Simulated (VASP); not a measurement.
Write the native input for VASP 6.6.1 that does the following.

```yaml
Task: single point
Functional: PBE
Dispersion: D3(BJ)
Potentials_or_basis: VASP PAW PBE potentials, release 64 (C, Cl, H)
Cutoff: 520 eV
k_mesh: 1 × 1 × 1
Occupations: fermi-dirac, width 0.05 eV
Spin: no spin polarisation
Dipole_correction: no
Further_INCAR_settings: LREAL = Auto; ALGO = Normal; EDIFF = 1e-07; NBANDS = 82
```

The structure of H3CCl lies in POSCAR:

```
H3CCl
1.0
    8.7171280000      0.0000000000      0.0000000000
    0.0000000000      8.7171280000      0.0000000000
    0.0000000000      0.0000000000      8.7171280000
C Cl H
8 8 24
Direct
    0.9317977205      0.8840985242      0.8796589886
    0.5315053307      0.3525243635      0.6468300110
    0.4058217339      0.9493493729      0.6981198395
    0.6271446284      0.2009262684      0.0329236877
    0.4777376218      0.7296210403      0.2728077413
    1.0102524593      0.4561135273      0.0573698126
    0.2440023824      0.1650314186      0.2528011519
    0.0374091100      0.6760712932      0.4004874082
    0.9634824681      0.9277941083      1.0742184811
    0.4035274003      0.5065085657      0.6550322537
    0.3019113635      1.0669110285      0.8306061354
    0.6685802939      0.2061917641      0.2369358348
    0.3952333842      0.6739146196      0.0864849065
    0.9021549299      0.4683996839     -0.1195921409
    0.1688973708      0.2099085846      0.4368181814
    0.0439938475      0.8641837082      0.4652105602
    0.9563585621      0.9832137374      0.8196851073
    1.0292380702      0.7995752730      0.8478480527
    0.8186526572      0.8390951699      0.8506241964
    0.6317218240      0.4028735152      0.5844929660
    0.5659203352      0.3102627379      0.7625447280
    0.4827622125      0.2611066397      0.5775296634
    0.5259415716      0.9991822995      0.6751879748
    0.4226162562      0.8289312719      0.7485722362
    0.3448039308      0.9496935229      0.5811891256
    0.5699239474      0.3086796477      0.0072156793
    0.7360681178      0.1834090310     -0.0363881315
    0.5439406190      0.1032220704      0.0263618935
    0.4068312407      0.6669513170      0.3553463939
    0.5972265177      0.6869579063      0.2756756583
    0.4565609224      0.8517828349      0.2883059650
    0.9692871322      0.3417180521      0.0991266848
    1.1431287920      0.4656350119      0.0406900071
    0.9635627698      0.5524525968      0.1245823166
    0.1634827434      0.2205542927      0.1721782679
    0.3702136759      0.1915539155      0.2568506508
    0.2124897099      0.0325565943      0.2430731773
    0.1366849265      0.6543898403      0.3250611899
    0.0616946315      0.5961825959      0.4984898696
   -0.0678549174      0.6770693283      0.3349268245
```

The input as run:

INCAR

```
SYSTEM = H3CCl
PREC = Accurate ; ENCUT = 520
EDIFF = 1E-7 ; ISMEAR = -1
SIGMA = 0.05 ; LREAL = Auto
LASPH = .True. ; NELM = 80
ALGO = Normal ; ISIF = 2
LWAVE = .False. ; LCHARG = .False.
GGA = PE ; IVDW = 12
NBANDS = 82
```

KPOINTS

```
regular mesh
0
Gamma
  1 1 1
  0 0 0
```

Potentials or basis: VASP PAW PBE potentials, release 64 (C, Cl, H).

Run with:

```sh
$ cat potpaw_PBE.64/C/POTCAR potpaw_PBE.64/Cl/POTCAR potpaw_PBE.64/H/POTCAR > POTCAR
$ mpirun -np 1 vasp_gam > vasp.out
```

Results of the run:

* Pressure: -1.2 GPa
* Largest force: 3.208 eV/Å
* Band gap on the k mesh: 5.26 eV
* Dispersion energy per atom: -0.048 eV

Caveat: the k points lie up to 0.72 Å⁻¹ apart.

Run time: 110 s on 1 thread of Intel(R) Xeon(R) Platinum 8559C (Emerald Rapids) (shared host), peak memory 0.66 GiB.
